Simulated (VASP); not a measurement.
Ge, 4 atoms in the cell. Symmetry: P6_3mc, No. 186, hexagonal system. The conventional cell has a = 4.077 Å, b = 4.077 Å, c = 11.066 Å, α = 90.00°, β = 90.00°, γ = 120.00°. Ge (site symmetry 3m) has 3 Ge at 2.45 Å within 3.2 Å. Within 3.2 Å of Ge (site symmetry 3m) lie 3 Ge at 2.45 Å.  This cell differs from its parent crystal: volume scaled by 1.02.

| Property | Result |
| --- | --- |
| Program | VASP 6.6.1 |
| Task | single point |
| Functional | LDA |
| Potentials or basis | VASP PAW LDA potentials, release 64 (Ge_d) |
| Cutoff | 520 eV |
| k mesh | 8 × 8 × 3 |
| Occupations | fermi-dirac, width 0.05 eV |
| Spin | no spin polarisation |
| Dipole correction | no |
| Further INCAR settings | ALGO = Normal; EDIFF = 1e-07; NBANDS = 36 |

Potentials or basis: VASP PAW LDA potentials, release 64 (Ge_d).

Run with:

```bash
$ cat potpaw_LDA.64/Ge_d/POTCAR > POTCAR
$ mpirun -np 1 vasp_std > vasp.out
```

Hardware: 1 thread of Intel(R) Xeon(R) Platinum 8259CL CPU @ 2.50GHz (Skylake/Cascade Lake), with other jobs on the host.

Q: Estimate the wall time of this run.

A: Run time: 2.1 min on 1 thread of Intel(R) Xeon(R) Platinum 8259CL CPU @ 2.50GHz (Skylake/Cascade Lake), with other jobs on the host, peak memory 0.25 GiB. Counts: scf iterations 16, k points 20.
